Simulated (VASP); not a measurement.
# Al9C in VASP: single point with LDA

Aim: the single point of Al9C with LDA.

Program: VASP 6.6.1. These are calculated values, not measurements. Logs are shortened: lines on timing, memory, paths and dates and some standing lists are left out, and cuts for length are marked.

## Step 1: The cell of the first run

The cell holds a slab with vacuum, 10 atoms: a = 2.815 Å, b = 9.667 Å, c = 20.213 Å, α = 90.00°, β = 90.00°, γ = 98.37°.

## Step 2: Single point, LDA

INCAR reads:

```
PREC = Accurate
ENCUT = 520
EDIFF = 1E-7
ISMEAR = 0
SIGMA = 0.1
LREAL = False
LASPH = True
NELM = 80
ALGO = Normal
ISIF = 2
LWAVE = False
LCHARG = True
LDIPOL = True
IDIPOL = 3
DIPOL = 0.5 0.5 0.337
GGA = CA
LELF = True
LVHAR = True
LVACPOTAV = True
NBANDS = 26
```

KPOINTS reads:

```
Automatic mesh
0
Gamma
  10 3 1
```

POSCAR reads:

```
Al9C
1.0
    2.8145688077      0.0000000000      0.0000000000
   -1.4072844038      9.5638121907      0.0000000000
    0.0000000000      0.0000000000     20.2131796324
Al C
9 1
Direct
    0.5324782732      0.0649565463      0.1978906868
    0.6710108870      0.3420217740      0.2464768408
    0.2987174098      0.5974348195      0.2561940715
    0.9264239325      0.8528478650      0.2659113023
    0.0641063182      0.1277752554      0.3147099093
    0.2001412467      0.4041316573      0.3697860201
    0.8288276907      0.6593669650      0.3773128599
    0.4528647851      0.9111105470      0.3861247138
    0.5927282718      0.1815329162      0.4310642754
    0.5927282718      0.1815329162      0.5263725386
```

Potentials or basis: VASP PAW LDA potentials, release 64 (Al, C).

The run is started by

```sh
> cat potpaw_LDA.64/Al/POTCAR potpaw_LDA.64/C/POTCAR > POTCAR
> mpirun -np 1 vasp_std > vasp.out
```

OUTCAR:

```text
PREC = Accurate
   ENCUT = 520
   EDIFF = 1E-7
   ISMEAR = 0
   LREAL = False
   LASPH = True
   NELM = 80
   ISIF = 2
   GGA = CA

 ion  position               nearest neighbor table
   1  0.532  0.065  0.198-   5 2.81   5 2.81   4 2.83   4 2.83   2 2.83
   2  0.671  0.342  0.246-   3 2.83   3 2.83   1 2.83   5 2.84   5 2.84   6 2.92   6 2.93
   3  0.299  0.597  0.256-   2 2.83   2 2.83   4 2.83   4 2.83   7 2.88   7 2.89   6 2.95
   4  0.926  0.853  0.266-   5 2.81   3 2.83   1 2.83   3 2.83   1 2.83   8 2.86   8 2.87   7 2.91

   5  0.064  0.128  0.315-   9 2.79   9 2.79   4 2.81   1 2.81   1 2.81   2 2.84   2 2.84   6 2.87
                             8 2.89   8 2.90
   6  0.200  0.404  0.370-   7 2.82   7 2.82   9 2.83   9 2.84   5 2.87   2 2.92   2 2.93   3 2.95

   7  0.829  0.659  0.377-   8 2.79   8 2.80   6 2.82   6 2.82   3 2.88   3 2.89   4 2.91
   8  0.453  0.911  0.386-   9 2.74   7 2.79   7 2.80   4 2.86   4 2.87   5 2.89   5 2.90
   9  0.593  0.182  0.431-  10 1.93   8 2.74   5 2.79   5 2.79   6 2.83   6 2.84
  10  0.593  0.182  0.526-   9 1.93

  LATTYP: Found a base centered orthorhombic cell.
 ALAT       =     2.8145688077
 B/A-ratio  =     6.7959341868
 C/A-ratio  =     7.1816256817

  Lattice vectors:

 A1 = (   1.4072844038,  -9.5638121907,   0.0000000000)
 A2 = (   1.4072844039,   9.5638121907,   0.0000000000)
 A3 = (   0.0000000000,   0.0000000000,  20.2131796324)

Analysis of symmetry for initial positions (statically):
=====================================================================
 Subroutine PRICEL returns:
 Original cell was already a primitive cell.

 Routine SETGRP: Setting up the symmetry group for a
 base centered orthorhombic supercell.

 Subroutine GETGRP returns: Found  1 space group operations
 (whereof  1 operations were pure point group operations)
 out of a pool of  8 trial point group operations.

The static configuration has the point symmetry C_1 .

Analysis of symmetry for dynamics (positions and initial velocities):
=====================================================================
 Subroutine PRICEL returns:
 Original cell was already a primitive cell.

 Routine SETGRP: Setting up the symmetry group for a
 base centered orthorhombic supercell.

 Subroutine GETGRP returns: Found  1 space group operations
 (whereof  1 operations were pure point group operations)
 out of a pool of  8 trial point group operations.

The dynamic configuration has the point symmetry C_1 .

 Subroutine INISYM returns: Found  1 space group operations
 (whereof  1 operations are pure point group operations),
 and found     1 'primitive' translations

----------------------------------------------------------------------------------------

                                     Primitive cell

  volume of cell :     544.0985

  direct lattice vectors                    reciprocal lattice vectors
     2.814568808  0.000000000  0.000000000     0.355294210  0.052280408  0.000000000
    -1.407284404  9.563812191  0.000000000     0.000000000  0.104560815  0.000000000
     0.000000000  0.000000000 20.213179632     0.000000000  0.000000000  0.049472672

  length of vectors
     2.814568808  9.666796419 20.213179632     0.359120059  0.104560815  0.049472672

  position of ions in fractional coordinates (direct lattice)
     0.532478273  0.064956546  0.197890687
     0.671010887  0.342021774  0.246476841
     0.298717410  0.597434820  0.256194071
     0.926423933  0.852847865  0.265911302
     0.064106318  0.127775255  0.314709909
     0.200141247  0.404131657  0.369786020
     0.828827691  0.659366965  0.377312860
     0.452864785  0.911110547  0.386124714
     0.592728272  0.181532916  0.431064275
     0.592728272  0.181532916  0.526372539

  ion indices of the primitive-cell ions
   primitive index   ion index
                 1           1
                 2           2
                 3           3
                 4           4
                 5           5
                 6           6
[... 36 lines left out ...]
|     classes:                                                                |
|                                                                             |
|        The reciprocal lattice is base centered orthorhombic,                |
|        whereas your k-lattice is simple monoclinic.                         |
|                                                                             |
|     Results are often still useful ...                                      |
|                                                                             |
 -----------------------------------------------------------------------------

 WARNING: IBZKPT: internal override: KBLOWUP is changed to .FALSE.
      ... skipping the blow-up phase ...

 Subroutine IBZKPT returns following result:
 ===========================================

 Found     16 irreducible k-points:

 Following reciprocal coordinates:
            Coordinates               Weight
  0.000000  0.000000  0.000000      1.000000
  0.100000  0.000000  0.000000      2.000000
  0.200000  0.000000  0.000000      2.000000
  0.300000  0.000000  0.000000      2.000000
  0.400000  0.000000  0.000000      2.000000
  0.500000  0.000000  0.000000      1.000000
[... 8 lines left out ...]
 -0.200000  0.333333  0.000000      2.000000
 -0.100000  0.333333  0.000000      2.000000
   k-points           NKPTS =     16   k-points in BZ     NKDIM =     16   number of bands    NBANDS=     26
   number of dos      NEDOS =    301   number of ions     NIONS =     10
   total plane-waves  NPLWV = 259200
   dimension x,y,z NGX =    24 NGY =   72 NGZ =  150
   dimension x,y,z NGXF=    48 NGYF=  144 NGZF=  300
   ions per type =               9   1
   NGX,Y,Z   is equivalent  to a cutoff of  14.18, 12.38, 12.34 a.u.
   NGXF,Y,Z  is equivalent  to a cutoff of  28.35, 24.76, 24.67 a.u.
 SYSTEM =  unknown system
   PREC   = accura    normal or accurate (medium, high low for compatibility)
   ISTART =      0    job   : 0-new  1-cont  2-samecut
   ICHARG =      2    charge: 1-file 2-atom 10-const
   ISPIN  =      1    spin polarized calculation?
   LNONCOLLINEAR =      F non collinear calculations
   LSORBIT =      F    spin-orbit coupling
   LASPH  =      T    aspherical Exc in radial PAW
   ENCUT  =  520.0 eV  38.22 Ry    6.18 a.u.   5.23 17.97 37.58*2*pi/ulx,y,z
   NELM   =     80;   NELMIN=  2; NELMDL= -5     # of ELM steps
   EDIFF  = 0.1E-06   stopping-criterion for ELM
   LREAL  =      F    real-space projection
   EDIFFG = 0.1E-05   stopping-criterion for IOM
   NSW    =      0    number of steps for IOM
   IBRION =     -1    ionic relax: 0-MD 1-quasi-New 2-CG
   NFREE  =      0    steps in history (QN), initial steepest desc. (CG)
   ISIF   =      2    stress and relaxation
   ISYM   =      2    0-nonsym 1-usesym 2-fastsym
   POTIM  = 0.5000    time-step for ionic-motion
   TEBEG  =    0.0;   TEEND  =   0.0 temperature during run
   PSTRESS=    0.0 pullay stress
   NELECT =      31.0000    total number of electrons
   NUPDOWN=      -1.0000    fix difference up-down
   EMIN   =  10.00;   EMAX   =-10.00  energy-range for DOS
   EFERMI =   0.00;   METHOD = LEGACY
   ISMEAR =     0;   SIGMA  =   0.10  broadening in eV -4-tet -1-fermi 0-gaus
   EFERMI_NEDOS =   21; number of points for ismear=-14 and -15
   IALGO  =     38    algorithm
   IMIX   =      4    mixing-type and parameters
     AMIX     =   0.40;   BMIX     =  1.00
     AMIX_MAG =   1.60;   BMIX_MAG =  1.00
  volume/ion in A,a.u.               =      54.41       367.18
  Fermi-wavevector in a.u.,A,eV,Ry     =   0.629945  1.190424  5.399216  0.396831
  Thomas-Fermi vector in A             =   1.692409
   LORBIT       =      0    0 simple, 1 ext, 2 COOP (PROOUT), +10 PAW based schemes
   GGA     = CA    functional components
   LHFCALC =     F    Hartree Fock is set to
   AEXX    =    0.0000 exact exchange contribution
   IVDW    =     0    specifies the selected vdW correction
   LEPSILON=     F    determine dielectric tensor
   LRPA    =     F    only Hartree local field effects (RPA)
 non-spin polarized calculation
 Gauss-broadening in eV      SIGMA  =   0.10
  energy-cutoff  :      520.00
  volume of cell :      544.10
 maximum number of plane-waves:     14689
 NGX is ok and might be reduce to    24
   NGX = 11   NGY = 35   NGZ = 75

 number of electron      31.0000000 magnetization

 dipolmoment           0.000000      0.000000      0.306917 electrons x Angstroem

 Free energy of the ion-electron system (eV)
  ---------------------------------------------------
  ext. energy  EPLUGINS =         0.00000000
  ---------------------------------------------------
  free energy    TOTEN  =       -38.51823265 eV

  energy without entropy =      -38.48269677  energy(sigma->0) =      -38.50046471

 E-fermi :  -1.4696     XC(G=0):  -4.0481

 val. band max:       -1.4780200297   @ k =   0.4000   0.0000   0.0000
 cond. band min:      -1.4547459957   @ k =   0.3000   0.0000   0.0000
 fundamental gap:      0.0232740340
 Fermi energy:        -1.4696181259

 k-point     1 :       0.0000    0.0000    0.0000
  band No.  band energies     occupation
      1     -11.8254      2.00000
      2     -11.0831      2.00000
      3     -10.1081      2.00000
      4     -10.0011      2.00000
      5      -9.0623      2.00000
      6      -7.4886      2.00000
[... 453 lines left out ...]
     25       2.9400      0.00000
     26       3.0364      0.00000

------------------------ aborting loop because EDIFF is reached ----------------------------------------

  FORCE on cell =-STRESS in cart. coord.  units (eV):
  Direction    XX          YY          ZZ          XY          YZ          ZX
  --------------------------------------------------------------------------------------
  -------------------------------------------------------------------------------------
  Total       -8.4037209     -5.9245750     -0.3657172      0.0369550     -0.3359364      0.0364146
  in kB      -24.7459801    -17.4457740     -1.0769075      0.1088193     -0.9892138      0.1072281
  external PRESSURE =     -14.4228872 kB  Pullay stress =       0.0000000 kB

 VOLUME and BASIS-vectors are now :
 -----------------------------------------------------------------------------
  energy-cutoff  :      520.00
  volume of cell :      544.10
      direct lattice vectors                 reciprocal lattice vectors
     2.814568808  0.000000000  0.000000000     0.355294210  0.052280408  0.000000000
    -1.407284404  9.563812191  0.000000000     0.000000000  0.104560815  0.000000000
     0.000000000  0.000000000 20.213179632     0.000000000  0.000000000  0.049472672

 POSITION                                       TOTAL-FORCE (eV/Angst)
 -----------------------------------------------------------------------------------
      1.40728      0.62123      4.00000        -0.006240      0.077623      0.122858
      1.40728      3.27103      4.98208         0.008613      0.102523      0.054198
      0.00000      5.71375      5.17850        -0.004789     -0.031915     -0.010407
      1.40728      8.15648      5.37491         0.001674     -0.162652     -0.162793
      0.00062      1.22202      6.36129        -0.003525      0.022810      0.115147
     -0.00542      3.86504      7.47455         0.004600      0.018335     -0.034941
      1.40488      6.30606      7.62669        -0.017226      0.065330      0.017087
     -0.00757      8.71369      7.80481         0.012480     -0.159809      0.041620
      1.41281      1.73615      8.71318        -0.004847      0.193625     -0.202339
      1.41281      1.73615     10.63966         0.009259     -0.125870      0.059570
 -----------------------------------------------------------------------------------
    total drift:                               -0.000000      0.000040     -0.000004

  FREE ENERGIE OF THE ION-ELECTRON SYSTEM (eV)
  ---------------------------------------------------
  free  energy   TOTEN  =       -38.5182326524 eV

  energy  without entropy=      -38.4826967687  energy(sigma->0) =      -38.50046471

 vacuum level on the upper side and lower side of the slab         4.898         2.834
```

It took 9.7 min on 1 thread of AMD EPYC 7R43 (Zen 3), shared host; peak memory 0.5 GiB.

Results:

```yaml
Free_energy: -38.5182 eV
Largest_force: 0.280 eV/Å
```

Forces on the atoms (eV/Å):
```
Al  -0.006  0.078  0.123
Al   0.009  0.103  0.054
Al  -0.005 -0.032 -0.010
Al   0.002 -0.163 -0.163
Al  -0.004  0.023  0.115
Al   0.005  0.018 -0.035
Al  -0.017  0.065  0.017
Al   0.012 -0.160  0.042
Al  -0.005  0.194 -0.202
C    0.009 -0.126  0.060
```
